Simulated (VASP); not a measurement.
# BaZrO3 (Pm-3m) in VASP: notebook

The runs below take BaZrO3 through single point, relaxation of cell and atoms, with PBEsol.

Everything below comes from runs of VASP 6.6.1. Logs are shortened: lines on timing, memory, paths and dates and some standing lists are left out, and cuts for length are marked.

**1. The cell of the first run**

It takes space group Pm-3m (No. 221, cubic). Conventional cell: a = 4.181 Å, b = 4.181 Å, c = 4.181 Å, α = 90.00°, β = 90.00°, γ = 90.00°. Ba (site symmetry m-3m) has 12 O at 2.96 Å and 8 Zr at 3.62 Å within 3.9 Å. Zr (site symmetry m-3m) has 6 O at 2.09 Å within 2.8 Å. Within 2.8 Å of O (site symmetry 4/mmm) lie 2 Zr at 2.09 Å.

**2. Single point, PBEsol**

Contents of INCAR:

```
PREC     = Accurate       # precision mode
ENCUT    = 910            # plane-wave cutoff, eV
EDIFF    = 1E-6           # SCF threshold, eV
ISMEAR   = -1             # smearing method
SIGMA    = 0.1            # smearing width, eV
LREAL    = False          # projectors in reciprocal space
LASPH    = True           # aspherical terms in the spheres
NELM     = 120            # most SCF steps
ALGO     = Normal         # electronic algorithm
ISIF     = 2              # what is computed and relaxed
LWAVE    = False          # write WAVECAR
LCHARG   = False          # write CHGCAR
GGA      = PS             # functional
NBANDS   = 28             # bands
GGA_COMPAT= False
```

Contents of KPOINTS:

```
Automatic mesh
0
Gamma
  8 8 8
```

Contents of POSCAR:

```
BaZrO3
1.0
    4.1806150134      0.0000000000      0.0000000000
    0.0000000000      4.1806150134      0.0000000000
    0.0000000000      0.0000000000      4.1806150134
Ba Zr O
1 1 3
Direct
    0.0000000000      0.0000000000      0.0000000000
    0.5000000000      0.5000000000      0.5000000000
    0.0000000000      0.5000000000      0.5000000000
    0.5000000000      0.0000000000      0.5000000000
    0.5000000000      0.5000000000      0.0000000000
```

Potentials or basis: VASP PAW PBE potentials, release 64 (Ba_sv, Zr_sv, O_h).

Command:

```sh
> cat potpaw_PBE.64/Ba_sv/POTCAR potpaw_PBE.64/Zr_sv/POTCAR potpaw_PBE.64/O_h/POTCAR > POTCAR
> mpirun -np 1 vasp_std > vasp.out
```

OUTCAR:

```text
PREC = Accurate
   ENCUT = 910
   EDIFF = 1E-6
   ISMEAR = -1
   LREAL = False
   LASPH = True
   NELM = 120
   ISIF = 2
   GGA = PS

 ion  position               nearest neighbor table
   1  0.000  0.000  0.000-   3 2.96   4 2.96   5 2.96   3 2.96   4 2.96   3 2.96   5 2.96   3 2.96
                             4 2.96   5 2.96   4 2.96   5 2.96   2 3.62   2 3.62   2 3.62   2 3.62
   2  0.500  0.500  0.500-   3 2.09   4 2.09   5 2.09   5 2.09   4 2.09   3 2.09   1 3.62   1 3.62
                             1 3.62   1 3.62   1 3.62   1 3.62   1 3.62   1 3.62
   3  0.000  0.500  0.500-   2 2.09   2 2.09   1 2.96   1 2.96   1 2.96   1 2.96
   4  0.500  0.000  0.500-   2 2.09   2 2.09   1 2.96   1 2.96   1 2.96   1 2.96
   5  0.500  0.500  0.000-   2 2.09   2 2.09   1 2.96   1 2.96   1 2.96   1 2.96

  LATTYP: Found a simple cubic cell.
 ALAT       =     4.1806150134

  Lattice vectors:

 A1 = (   4.1806150134,   0.0000000000,   0.0000000000)
 A2 = (   0.0000000000,   4.1806150134,   0.0000000000)
 A3 = (   0.0000000000,   0.0000000000,   4.1806150134)

Analysis of symmetry for initial positions (statically):
=====================================================================
 Subroutine PRICEL returns:
 Original cell was already a primitive cell.

 Routine SETGRP: Setting up the symmetry group for a
 simple cubic supercell.

 Subroutine GETGRP returns: Found 48 space group operations
 (whereof 48 operations were pure point group operations)
 out of a pool of 48 trial point group operations.

The static configuration has the point symmetry O_h .

Analysis of symmetry for dynamics (positions and initial velocities):
=====================================================================
 Subroutine PRICEL returns:
 Original cell was already a primitive cell.

 Routine SETGRP: Setting up the symmetry group for a
 simple cubic supercell.

 Subroutine GETGRP returns: Found 48 space group operations
 (whereof 48 operations were pure point group operations)
 out of a pool of 48 trial point group operations.

The dynamic configuration has the point symmetry O_h .

 Subroutine INISYM returns: Found 48 space group operations
 (whereof 48 operations are pure point group operations),
 and found     1 'primitive' translations

----------------------------------------------------------------------------------------

                                     Primitive cell

  volume of cell :      73.0669

  direct lattice vectors                    reciprocal lattice vectors
     4.180615013  0.000000000  0.000000000     0.239199256  0.000000000  0.000000000
     0.000000000  4.180615013  0.000000000     0.000000000  0.239199256  0.000000000
     0.000000000  0.000000000  4.180615013     0.000000000  0.000000000  0.239199256

  length of vectors
     4.180615013  4.180615013  4.180615013     0.239199256  0.239199256  0.239199256

  position of ions in fractional coordinates (direct lattice)
     0.000000000  0.000000000  0.000000000
     0.500000000  0.500000000  0.500000000
     0.000000000  0.500000000  0.500000000
     0.500000000  0.000000000  0.500000000
     0.500000000  0.500000000  0.000000000

  ion indices of the primitive-cell ions
   primitive index   ion index
                 1           1
                 2           2
                 3           3
                 4           4
                 5           5

----------------------------------------------------------------------------------------

 KPOINTS: Automatic mesh

Automatic generation of k-mesh.
 Grid dimensions read from file:
 generate k-points for:    8    8    8

 Generating k-lattice:

  Cartesian coordinates                     Fractional coordinates (reciprocal lattice)
     0.029899907  0.000000000  0.000000000     0.125000000  0.000000000  0.000000000
     0.000000000  0.029899907  0.000000000     0.000000000  0.125000000  0.000000000
     0.000000000  0.000000000  0.029899907     0.000000000  0.000000000  0.125000000

  Length of vectors
     0.029899907  0.029899907  0.029899907

  Shift w.r.t. Gamma in fractional coordinates (k-lattice)
     0.000000000  0.000000000  0.000000000

 Subroutine IBZKPT returns following result:
 ===========================================

 Found     35 irreducible k-points:

 Following reciprocal coordinates:
            Coordinates               Weight
  0.000000  0.000000  0.000000      1.000000
  0.125000  0.000000  0.000000      6.000000
  0.250000  0.000000  0.000000      6.000000
  0.375000  0.000000  0.000000      6.000000
  0.500000  0.000000  0.000000      3.000000
  0.125000  0.125000  0.000000     12.000000
[... 16 lines left out ...]
  0.375000  0.375000  0.125000     24.000000
  0.500000  0.375000  0.125000     24.000000
 [... further k-points ...]
   k-points           NKPTS =     35   k-points in BZ     NKDIM =     35   number of bands    NBANDS=     28
   number of dos      NEDOS =    301   number of ions     NIONS =      5
   total plane-waves  NPLWV =  74088
   dimension x,y,z NGX =    42 NGY =   42 NGZ =   42
   dimension x,y,z NGXF=    84 NGYF=   84 NGZF=   84
   ions per type =               1   1   3
   NGX,Y,Z   is equivalent  to a cutoff of  16.70, 16.70, 16.70 a.u.
   NGXF,Y,Z  is equivalent  to a cutoff of  33.40, 33.40, 33.40 a.u.
 SYSTEM =  unknown system
   PREC   = accura    normal or accurate (medium, high low for compatibility)
   ISTART =      0    job   : 0-new  1-cont  2-samecut
   ICHARG =      2    charge: 1-file 2-atom 10-const
   ISPIN  =      1    spin polarized calculation?
   LNONCOLLINEAR =      F non collinear calculations
   LSORBIT =      F    spin-orbit coupling
   LASPH  =      T    aspherical Exc in radial PAW
   ENCUT  =  910.0 eV  66.88 Ry    8.18 a.u.  10.28 10.28 10.28*2*pi/ulx,y,z
   NELM   =    120;   NELMIN=  2; NELMDL= -5     # of ELM steps
   EDIFF  = 0.1E-05   stopping-criterion for ELM
   LREAL  =      F    real-space projection
   EDIFFG = 0.1E-04   stopping-criterion for IOM
   NSW    =      0    number of steps for IOM
   IBRION =     -1    ionic relax: 0-MD 1-quasi-New 2-CG
   NFREE  =      0    steps in history (QN), initial steepest desc. (CG)
   ISIF   =      2    stress and relaxation
   ISYM   =      2    0-nonsym 1-usesym 2-fastsym
   POTIM  = 0.5000    time-step for ionic-motion
   TEBEG  =    0.0;   TEEND  =   0.0 temperature during run
   PSTRESS=    0.0 pullay stress
   NELECT =      40.0000    total number of electrons
   NUPDOWN=      -1.0000    fix difference up-down
   EMIN   =  10.00;   EMAX   =-10.00  energy-range for DOS
   EFERMI =   0.00;   METHOD = LEGACY
   ISMEAR =    -1;   SIGMA  =   0.10  broadening in eV -4-tet -1-fermi 0-gaus
   EFERMI_NEDOS =   21; number of points for ismear=-14 and -15
   IALGO  =     38    algorithm
   IMIX   =      4    mixing-type and parameters
     AMIX     =   0.40;   BMIX     =  1.00
     AMIX_MAG =   1.60;   BMIX_MAG =  1.00
  volume/ion in A,a.u.               =      14.61        98.62
  Fermi-wavevector in a.u.,A,eV,Ry     =   1.339228  2.530775 24.402494  1.793533
  Thomas-Fermi vector in A             =   2.467637
   LORBIT       =      0    0 simple, 1 ext, 2 COOP (PROOUT), +10 PAW based schemes
   GGA     = PS    functional components
   LHFCALC =     F    Hartree Fock is set to
   AEXX    =    0.0000 exact exchange contribution
   IVDW    =     0    specifies the selected vdW correction
   LEPSILON=     F    determine dielectric tensor
   LRPA    =     F    only Hartree local field effects (RPA)
 non-spin polarized calculation
  energy-cutoff  :      910.00
  volume of cell :       73.07
 maximum number of plane-waves:      4632
 NGX is ok and might be reduce to    42
   NGX = 21   NGY = 21   NGZ = 21

 number of electron      40.0000012 magnetization

 Free energy of the ion-electron system (eV)
  ---------------------------------------------------
  ext. energy  EPLUGINS =         0.00000000
  ---------------------------------------------------
  free energy    TOTEN  =       -43.64021650 eV

  energy without entropy =      -43.64021646  energy(sigma->0) =      -43.64021648

 E-fermi :   5.6576     XC(G=0): -11.0646

 val. band max:        4.0016788958   @ k =   0.5000   0.5000   0.5000
 cond. band min:       7.1291904943   @ k =   0.0000   0.0000   0.0000
 fundamental gap:      3.1275115985
 Fermi energy:         5.6575872683

 k-point     1 :       0.0000    0.0000    0.0000
  band No.  band energies     occupation
      1     -42.8216      2.00000
      2     -21.2129      2.00000
      3     -21.0430      2.00000
      4     -21.0430      2.00000
      5     -21.0430      2.00000
      6     -12.2977      2.00000
[... 20 lines left out ...]
     27      11.5543      0.00000
     28      11.5543      0.00000

 k-point     2 :       0.1250    0.0000    0.0000
  band No.  band energies     occupation
      1     -42.8211      2.00000
      2     -21.2567      2.00000
      3     -21.0419      2.00000
      4     -21.0419      2.00000
      5     -21.0293      2.00000
      6     -12.2938      2.00000
[... 20 lines left out ...]
     27      11.5552      0.00000
     28      12.0577      0.00000

 k-point     3 :       0.2500    0.0000    0.0000
  band No.  band energies     occupation
      1     -42.8199      2.00000
      2     -21.3530      2.00000
      3     -21.0392      2.00000
      4     -21.0392      2.00000
      5     -21.0028      2.00000
      6     -12.3600      2.00000
[... 20 lines left out ...]
     27      11.5551      0.00000
     28      11.9123      0.00000

 k-point     4 :       0.3750    0.0000    0.0000
  band No.  band energies     occupation
      1     -42.8186      2.00000
      2     -21.4426      2.00000
      3     -21.0366      2.00000
      4     -21.0366      2.00000
      5     -20.9793      2.00000
      6     -12.4476      2.00000
[... 578 lines left out ...]
     27      12.2588      0.00000
     28      12.5122      0.00000

 k-point    23 :       0.3750    0.3750    0.1250
  band No.  band energies     occupation
      1     -42.8151      2.00000
      2     -21.3240      2.00000
      3     -21.2617      2.00000
      4     -21.0773      2.00000
      5     -21.0487      2.00000
      6     -12.0358      2.00000
[... 20 lines left out ...]
     27      12.1776      0.00000
     28      12.9534      0.00000

 k-point    24 :       0.5000    0.3750    0.1250
  band No.  band energies     occupation
      1     -42.8146      2.00000
      2     -21.3319      2.00000
      3     -21.2609      2.00000
      4     -21.0784      2.00000
      5     -21.0697      2.00000
      6     -12.0180      2.00000
[... 20 lines left out ...]
     27      12.4787      0.00000
     28      13.1577      0.00000

 [... further k-points ...]

------------------------ aborting loop because EDIFF is reached ----------------------------------------

  FORCE on cell =-STRESS in cart. coord.  units (eV):
  Direction    XX          YY          ZZ          XY          YZ          ZX
  --------------------------------------------------------------------------------------
  -------------------------------------------------------------------------------------
  Total        0.4087012      0.4087012      0.4087012      0.0000000      0.0000000      0.0000000
  in kB        8.9618159      8.9618159      8.9618159      0.0000000      0.0000000      0.0000000
  external PRESSURE =       8.9618159 kB  Pullay stress =       0.0000000 kB

 VOLUME and BASIS-vectors are now :
 -----------------------------------------------------------------------------
  energy-cutoff  :      910.00
  volume of cell :       73.07
      direct lattice vectors                 reciprocal lattice vectors
     4.180615013  0.000000000  0.000000000     0.239199256  0.000000000  0.000000000
     0.000000000  4.180615013  0.000000000     0.000000000  0.239199256  0.000000000
     0.000000000  0.000000000  4.180615013     0.000000000  0.000000000  0.239199256

 POSITION                                       TOTAL-FORCE (eV/Angst)
 -----------------------------------------------------------------------------------
      0.00000      0.00000      0.00000         0.000000      0.000000      0.000000
      2.09031      2.09031      2.09031         0.000000      0.000000      0.000000
      0.00000      2.09031      2.09031         0.000000      0.000000      0.000000
      2.09031      0.00000      2.09031         0.000000      0.000000      0.000000
      2.09031      2.09031      0.00000         0.000000      0.000000      0.000000
 -----------------------------------------------------------------------------------
    total drift:                                0.000000     -0.000000     -0.000000

  FREE ENERGIE OF THE ION-ELECTRON SYSTEM (eV)
  ---------------------------------------------------
  free  energy   TOTEN  =       -43.6402165034 eV

  energy  without entropy=      -43.6402164574  energy(sigma->0) =      -43.64021648
```

It used 150 s of CPU time on 1 thread of Intel(R) Xeon(R) Platinum 8488C (Sapphire Rapids) (shared host).

Results:

```yaml
Free_energy: -43.6402 eV
Pressure: 0.9 GPa
Band_gap_on_the_k_mesh: 3.13 eV (least direct gap 3.34 eV)
```

Caveat: the cutoff is under 1.25 times the usual one of these potentials, so pressure, stress and relaxed cells hold a basis-set (Pulay) error; the PAW data sets were made with another functional, which shifts forces and pressure a little; spin-orbit coupling is left out, which moves the levels of the heavy elements. A k mesh can miss the band edges.

**3. Relaxation of cell and atoms, PBEsol**

This run uses another cell than the first one, of 14.73 Å³/atom.

Contents of INCAR:

```
PREC = Accurate
ENCUT = 600
EDIFF = 1E-6
ISMEAR = -1
SIGMA = 0.1
LREAL = False
LASPH = True
NELM = 60
ALGO = Normal
ISIF = 3
LWAVE = False
LCHARG = False
GGA = PS
IBRION = 2
NSW = 100
EDIFFG = -0.002
```

KPOINTS is that of step 2.

Edit POSCAR of step 2 so:

```diff
@@ -2,5 +2,5 @@
 1.0
-    4.1806150134      0.0000000000      0.0000000000
-    0.0000000000      4.1806150134      0.0000000000
-    0.0000000000      0.0000000000      4.1806150134
+    4.1913400000      0.0000000000      0.0000000000
+    0.0000000000      4.1913400000      0.0000000000
+    0.0000000000      0.0000000000      4.1913400000
 Ba Zr O
```

Potentials or basis: VASP PAW PBE potentials, release 64 (Ba_sv, Zr_sv, O).

Command:

```sh
> cat potpaw_PBE.64/Ba_sv/POTCAR potpaw_PBE.64/Zr_sv/POTCAR potpaw_PBE.64/O/POTCAR > POTCAR
> mpirun -np 1 vasp_std > vasp.out
```

Run time: 2.9 min. Hardware: 1 thread of Intel Xeon 8259CL, shared host; peak memory 0.27 GiB.

The run converged. Its results:

* Free energy: -43.6299 eV
* Relaxed volume: 14.71 Å³/atom
* Relaxed cell: a = 4.189 Å, b = 4.189 Å, c = 4.189 Å, α = 90.00°, β = 90.00°, γ = 90.00°
* Space group after relaxing (to 0.1 Å): Pm-3m (No. 221)
* Energy gained by relaxing: 0.0 meV/atom
* Ionic steps: 3
* Pressure after relaxing: 0.0 GPa
* Band gap on the k mesh: 3.11 eV (least direct gap 3.33 eV)

Final structure:
```
Ba Zr O
1.0
     4.18938    0.00000    0.00000
     0.00000    4.18938    0.00000
     0.00000    0.00000    4.18938
Ba Zr O
1 1 3
Direct
  0.00000 0.00000 0.00000
  0.50000 0.50000 0.50000
  0.00000 0.50000 0.50000
  0.50000 0.00000 0.50000
  0.50000 0.50000 0.00000
```

Levels at points of the mesh, in eV from the valence-band top:
```tsv
k point	band 18	band 19	band 20	band 21	band 22	band 23
(0.00, 0.00, 0.00)	-0.22	-0.22	-0.22	3.11	3.11	3.11
(0.50, 0.00, 0.00)	-1.72	-0.45	-0.45	3.57	5.70	5.70
(0.50, 0.50, 0.00)	-0.94	-0.79	-0.08	5.66	5.66	6.43
(0.50, 0.50, 0.50)	0.00	0.00	0.00	5.91	5.91	5.91
```

Caveat: the PAW data sets were made with another functional, which shifts forces and pressure a little; spin-orbit coupling is left out, which moves the levels of the heavy elements. A k mesh can miss the band edges.
